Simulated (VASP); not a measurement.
# ZnS (I-4m2) in VASP: single point with HSE06

Aim: the single point of ZnS with HSE06.

Everything below comes from runs of VASP 6.6.1. Logs are shortened: lines on timing, memory, paths and dates and some standing lists are left out, and cuts for length are marked.

**1. The cell of the first run**

It takes space group I-4m2 (No. 119, tetragonal). Conventional cell: a = 3.810 Å, b = 3.810 Å, c = 5.119 Å, α = 90.00°, β = 90.00°, γ = 90.00°. Within 3.0 Å of Zn (site symmetry -4m2) lie 4 S at 2.29 Å. Within 3.0 Å of S (site symmetry -4m2) lie 4 Zn at 2.29 Å.

**2. Single point, HSE06 (uniaxial x strain -5.0%)**

The input, POSCAR:

```
ZnS
1.0
    0.0000000000      2.6940858325      2.6940858325
    2.5593815409      0.0000000000      2.6940858325
    2.5593815409      2.6940858325      0.0000000000
Zn S
1 1
Direct
    0.0000000000      0.0000000000      0.0000000000
    0.2500000000      0.2500000000      0.2500000000
```

The input, INCAR.step1:

```
SYSTEM = ZnS
PREC     = Accurate       ! precision mode
ENCUT    = 520            ! plane-wave cutoff, eV
EDIFF    = 1E-5           ! SCF threshold, eV
ISMEAR   = 0              ! smearing method
SIGMA    = 0.01           ! smearing width, eV
LREAL    = .False.        ! projectors in reciprocal space
LASPH    = .True.         ! aspherical terms in the spheres
NELM     = 100            ! most SCF steps
ALGO     = Normal         ! electronic algorithm
ISIF     = 2              ! what is computed and relaxed
LWAVE    = .True.         ! write WAVECAR
GGA      = PE             ! functional
NBANDS   = 16             ! bands
```

The input, INCAR.step2:

```
SYSTEM = ZnS
PREC     = Accurate       ! precision mode
ENCUT    = 520            ! plane-wave cutoff, eV
EDIFF    = 1E-6           ! SCF threshold, eV
ISMEAR   = 0              ! smearing method
SIGMA    = 0.01           ! smearing width, eV
LREAL    = .False.        ! projectors in reciprocal space
LASPH    = .True.         ! aspherical terms in the spheres
NELM     = 100            ! most SCF steps
ALGO     = Normal         ! electronic algorithm
ISIF     = 2              ! what is computed and relaxed
LWAVE    = .False.        ! write WAVECAR
LCHARG   = .True.         ! write CHGCAR
GGA      = PE             ! functional
LHFCALC  = .True.         ! exact exchange
HFSCREEN = 0.2079         ! screening, 1/A
PRECFOCK = Normal       
LELF     = .True.         ! ELF
LVHAR    = .True.       
ISTART   = 1            
NBANDS   = 16             ! bands
```

The input, KPOINTS:

```
regular mesh
0
Gamma
  6 6 6
  0 0 0
```

Potentials or basis: VASP PAW PBE potentials, release 64 (Zn, S).

Started as:

```console
$ cat potpaw_PBE.64/Zn/POTCAR potpaw_PBE.64/S/POTCAR > POTCAR
$ cp INCAR.step1 INCAR
$ mpirun -np 1 vasp_std > vasp.out
$ cp INCAR.step2 INCAR
$ mpirun -np 1 vasp_std > vasp.out
```

OUTCAR:

```text
SYSTEM = ZnS
   PREC = Accurate
   ENCUT = 520
   EDIFF = 1E-6
   ISMEAR = 0
   LREAL = .False.
   LASPH = .True.
   NELM = 100
   ISIF = 2
   GGA = PE
   LHFCALC = .True.
   HFSCREEN = 0.2079
   PRECFOCK = Normal
   ISTART = 1

 ion  position               nearest neighbor table
   1  0.000  0.000  0.000-   2 2.29   2 2.29   2 2.29   2 2.29
   2  0.250  0.250  0.250-   1 2.29   1 2.29   1 2.29   1 2.29

  LATTYP: Found a body centered tetragonal cell.
 ALAT       =     3.8100127225
 C/A-ratio  =     1.3435028843

  Lattice vectors:

 A1 = (  -2.5593815409,   0.0000000000,  -2.6940858325)
 A2 = (  -2.5593815409,   0.0000000000,   2.6940858325)
 A3 = (   2.5593815409,   2.6940858325,   0.0000000000)

Analysis of symmetry for initial positions (statically):
=====================================================================
 Subroutine PRICEL returns:
 Original cell was already a primitive cell.

 Routine SETGRP: Setting up the symmetry group for a
 body centered tetragonal supercell.

 Subroutine GETGRP returns: Found  8 space group operations
 (whereof  8 operations were pure point group operations)
 out of a pool of 16 trial point group operations.

The static configuration has the point symmetry D_2d.

Analysis of symmetry for dynamics (positions and initial velocities):
=====================================================================
 Subroutine PRICEL returns:
 Original cell was already a primitive cell.

 Routine SETGRP: Setting up the symmetry group for a
 body centered tetragonal supercell.

 Subroutine GETGRP returns: Found  8 space group operations
 (whereof  8 operations were pure point group operations)
 out of a pool of 16 trial point group operations.

The dynamic configuration has the point symmetry D_2d.

 Subroutine INISYM returns: Found  8 space group operations
 (whereof  8 operations are pure point group operations),
 and found     1 'primitive' translations

----------------------------------------------------------------------------------------

                                     Primitive cell

  volume of cell :      37.1525

  direct lattice vectors                    reciprocal lattice vectors
     0.000000000  2.694085832  2.694085832    -0.195359696  0.185591711  0.185591711
     2.559381541  0.000000000  2.694085832     0.195359696 -0.185591711  0.185591711
     2.559381541  2.694085832  0.000000000     0.195359696  0.185591711 -0.185591711

  length of vectors
     3.810012723  3.715983362  3.715983362     0.327191041  0.327191041  0.327191041

  position of ions in fractional coordinates (direct lattice)
     0.000000000  0.000000000  0.000000000
     0.250000000  0.250000000  0.250000000

  ion indices of the primitive-cell ions
   primitive index   ion index
                 1           1
                 2           2

----------------------------------------------------------------------------------------

 KPOINTS: regular mesh

Automatic generation of k-mesh.
 Grid dimensions read from file:
 generate k-points for:    6    6    6

 Generating k-lattice:

  Cartesian coordinates                     Fractional coordinates (reciprocal lattice)
    -0.032559949  0.030931952  0.030931952     0.166666667  0.000000000  0.000000000
     0.032559949 -0.030931952  0.030931952     0.000000000  0.166666667 -0.000000000
     0.032559949  0.030931952 -0.030931952     0.000000000 -0.000000000  0.166666667

  Length of vectors
     0.054531840  0.054531840  0.054531840

  Shift w.r.t. Gamma in fractional coordinates (k-lattice)
     0.000000000  0.000000000  0.000000000

 Subroutine IBZKPT returns following result:
 ===========================================

 Found     30 irreducible k-points:

 Following reciprocal coordinates:
            Coordinates               Weight
  0.000000  0.000000  0.000000      1.000000
  0.166667 -0.000000 -0.000000      8.000000
  0.333333 -0.000000 -0.000000      8.000000
  0.500000 -0.000000 -0.000000      4.000000
  0.166667  0.166667  0.000000      4.000000
  0.333333  0.166667 -0.000000     16.000000
[... 16 lines left out ...]
 -0.333333  0.500000  0.166667      4.000000
  0.333333 -0.333333  0.166667      8.000000
 [... further k-points ...]
   k-points           NKPTS =     30   k-points in BZ     NKDIM =    216   number of bands    NBANDS=     16
   number of dos      NEDOS =    301   number of ions     NIONS =      2
   total plane-waves  NPLWV =  21952
   dimension x,y,z NGX =    28 NGY =   28 NGZ =   28
   dimension x,y,z NGXF=    56 NGYF=   56 NGZF=   56
   ions per type =               1   1
   NGX,Y,Z   is equivalent  to a cutoff of  12.22, 12.53, 12.53 a.u.
   NGXF,Y,Z  is equivalent  to a cutoff of  24.44, 25.05, 25.05 a.u.
 SYSTEM =  ZnS
   PREC   = accura    normal or accurate (medium, high low for compatibility)
   ISTART =      1    job   : 0-new  1-cont  2-samecut
   ICHARG =      0    charge: 1-file 2-atom 10-const
   ISPIN  =      1    spin polarized calculation?
   LNONCOLLINEAR =      F non collinear calculations
   LSORBIT =      F    spin-orbit coupling
   LASPH  =      T    aspherical Exc in radial PAW
   ENCUT  =  520.0 eV  38.22 Ry    6.18 a.u.   7.08  6.91  6.91*2*pi/ulx,y,z
   NELM   =    100;   NELMIN=  2; NELMDL=  0     # of ELM steps
   EDIFF  = 0.1E-05   stopping-criterion for ELM
   LREAL  =      F    real-space projection
   EDIFFG = 0.1E-04   stopping-criterion for IOM
   NSW    =      0    number of steps for IOM
   IBRION =     -1    ionic relax: 0-MD 1-quasi-New 2-CG
   NFREE  =      0    steps in history (QN), initial steepest desc. (CG)
   ISIF   =      2    stress and relaxation
   ISYM   =      3    0-nonsym 1-usesym 2-fastsym
   POTIM  = 0.5000    time-step for ionic-motion
   TEBEG  =    0.0;   TEEND  =   0.0 temperature during run
   PSTRESS=    0.0 pullay stress
   NELECT =      18.0000    total number of electrons
   NUPDOWN=      -1.0000    fix difference up-down
   EMIN   =  10.00;   EMAX   =-10.00  energy-range for DOS
   EFERMI =   0.00;   METHOD = LEGACY
   ISMEAR =     0;   SIGMA  =   0.01  broadening in eV -4-tet -1-fermi 0-gaus
   EFERMI_NEDOS =   21; number of points for ismear=-14 and -15
   IALGO  =     38    algorithm
   IMIX   =      1    mixing-type and parameters
     AMIX     =   0.40;   BMIX     =  1.00
     AMIX_MAG =   1.60;   BMIX_MAG =  1.00
  volume/ion in A,a.u.               =      18.58       125.36
  Fermi-wavevector in a.u.,A,eV,Ry     =   1.285789  2.429789 22.493877  1.653253
  Thomas-Fermi vector in A             =   2.417902
   LORBIT       =      0    0 simple, 1 ext, 2 COOP (PROOUT), +10 PAW based schemes
   GGA     = PE    functional components
   LHFCALC =     T    Hartree Fock is set to
   PRECFOCK=normal    Normal, Fast or Accurate (Low or Medium for compatibility)
   ENCUT4O =  -1.0   cutoff for four orbital integrals eV
   NKREDX  =     1    reduce k-point grid by
   NKREDY  =     1    reduce k-point grid by
   NKREDZ  =     1    reduce k-point grid by
   AEXX    =    0.2500 exact exchange contribution
   HFSCREEN=    0.2079 screening length (either q_TF or 0.3 A-1)
   HFSCREENC=   0.2079 screening length for correlation (either q_TF or 0.3 A-1)
   ENCUTFOCK=  -1.0 apply spherical cutoff to Coloumb kernel
   IVDW    =     0    specifies the selected vdW correction
   LEPSILON=     F    determine dielectric tensor
   LRPA    =     F    only Hartree local field effects (RPA)
 non-spin polarized calculation
 Gauss-broadening in eV      SIGMA  =   0.01
  energy-cutoff  :      520.00
  volume of cell :       37.15
 maximum number of plane-waves:      1017
  NGX = 24; NGY = 24; NGZ = 24

 number of electron      18.0000000 magnetization

 Free energy of the ion-electron system (eV)
  ---------------------------------------------------
  ext. energy  EPLUGINS =         0.00000000
  ---------------------------------------------------
  free energy    TOTEN  =        -8.31411167 eV

  energy without entropy =       -8.31411167  energy(sigma->0) =       -8.31411167

 E-fermi :   2.1526     XC(G=0):  -8.1983

 val. band max:        2.0662703930   @ k =   0.0000   0.0000   0.0000
 cond. band min:       5.5594116949   @ k =   0.0000   0.0000   0.0000
 fundamental gap:      3.4931413019
 Fermi energy:         2.1525923159

 k-point     1 :       0.0000    0.0000    0.0000
  band No.  band energies     occupation
      1     -12.8228      2.00000
      2      -6.1280      2.00000
      3      -6.1280      2.00000
      4      -6.1027      2.00000
      5      -5.6175      2.00000
      6      -5.6013      2.00000
[... 8 lines left out ...]
     15      15.5146      0.00000
     16      15.8108      0.00000

 k-point     2 :       0.1667   -0.0000   -0.0000
  band No.  band energies     occupation
      1     -12.5804      2.00000
      2      -6.0941      2.00000
      3      -6.0922      2.00000
      4      -6.0646      2.00000
      5      -5.6163      2.00000
      6      -5.6064      2.00000
[... 8 lines left out ...]
     15      14.5262      0.00000
     16      16.3958      0.00000

 k-point     3 :       0.3333   -0.0000   -0.0000
  band No.  band energies     occupation
      1     -12.0298      2.00000
      2      -6.0356      2.00000
      3      -6.0062      2.00000
      4      -5.8452      2.00000
      5      -5.6003      2.00000
      6      -5.5930      2.00000
[... 8 lines left out ...]
     15      15.1345      0.00000
     16      15.5922      0.00000

 k-point     4 :       0.5000   -0.0000   -0.0000
  band No.  band energies     occupation
      1     -11.7111      2.00000
      2      -6.0172      2.00000
      3      -5.9795      2.00000
      4      -5.5930      2.00000
      5      -5.5681      2.00000
      6      -5.3450      2.00000
[... 8 lines left out ...]
     15      16.8888      0.00000
     16      17.3819      0.00000
[... 324 lines left out ...]
 k-point    22 :       0.3333    0.5000    0.1667
  band No.  band energies     occupation
      1     -11.6683      2.00000
      2      -5.9856      2.00000
      3      -5.9115      2.00000
      4      -5.7720      2.00000
      5      -5.5964      2.00000
      6      -5.4703      2.00000
[... 8 lines left out ...]
     15      18.2514      0.00000
     16      18.4384      0.00000

 k-point    23 :      -0.3333    0.5000    0.1667
  band No.  band energies     occupation
      1     -11.3479      2.00000
      2      -5.9568      2.00000
      3      -5.8479      2.00000
      4      -5.6922      2.00000
      5      -5.5988      2.00000
      6      -5.1673      2.00000
[... 8 lines left out ...]
     15      18.1719      0.00000
     16      18.8278      0.00000

 k-point    24 :       0.3333   -0.3333    0.1667
  band No.  band energies     occupation
      1     -11.4564      2.00000
      2      -5.9758      2.00000
      3      -5.8608      2.00000
      4      -5.6623      2.00000
      5      -5.6041      2.00000
      6      -5.1973      2.00000
[... 8 lines left out ...]
     15      17.4371      0.00000
     16      17.8814      0.00000

 [... further k-points ...]

------------------------ aborting loop because EDIFF is reached ----------------------------------------

  FORCE on cell =-STRESS in cart. coord.  units (eV):
  Direction    XX          YY          ZZ          XY          YZ          ZX
  --------------------------------------------------------------------------------------
  -------------------------------------------------------------------------------------
  Total        1.7117228      1.2991218      1.2991218      0.0000000      0.0000000      0.0000000
  in kB       73.8169576     56.0238024     56.0238024      0.0000000      0.0000000      0.0000000
  external PRESSURE =      61.9548542 kB  Pullay stress =       0.0000000 kB

 VOLUME and BASIS-vectors are now :
 -----------------------------------------------------------------------------
  energy-cutoff  :      520.00
  volume of cell :       37.15
      direct lattice vectors                 reciprocal lattice vectors
     0.000000000  2.694085832  2.694085832    -0.195359696  0.185591711  0.185591711
     2.559381541  0.000000000  2.694085832     0.195359696 -0.185591711  0.185591711
     2.559381541  2.694085832  0.000000000     0.195359696  0.185591711 -0.185591711

 POSITION                                       TOTAL-FORCE (eV/Angst)
 -----------------------------------------------------------------------------------
      0.00000      0.00000      0.00000         0.000000      0.000000      0.000000
      1.27969      1.34704      1.34704        -0.000000     -0.000000     -0.000000
 -----------------------------------------------------------------------------------
    total drift:                               -0.000008      0.000004      0.000005

  FREE ENERGIE OF THE ION-ELECTRON SYSTEM (eV)
  ---------------------------------------------------
  free  energy   TOTEN  =        -8.3141116650 eV

  energy  without entropy=       -8.3141116650  energy(sigma->0) =       -8.31411167
```

Wall time 1.7 h (1 thread of Oxide Virtual Turin-like, shared host); peak memory 0.25 GiB.

Results:

| Item | Value |
| --- | --- |
| Free energy | -8.3141 eV |
| Pressure | 6.2 GPa |
| Band gap on the k mesh | 3.49 eV |

Stress tensor (GPa, compression positive):
```
7.38 0.00 0.00
0.00 5.60 0.00
0.00 0.00 5.60
```

Caveat: the cell differs from its parent crystal (uniaxial x strain -5.0%); the cell stands under pressure; the PAW data sets were made with another functional, which shifts forces and pressure a little. A k mesh can miss the band edges.
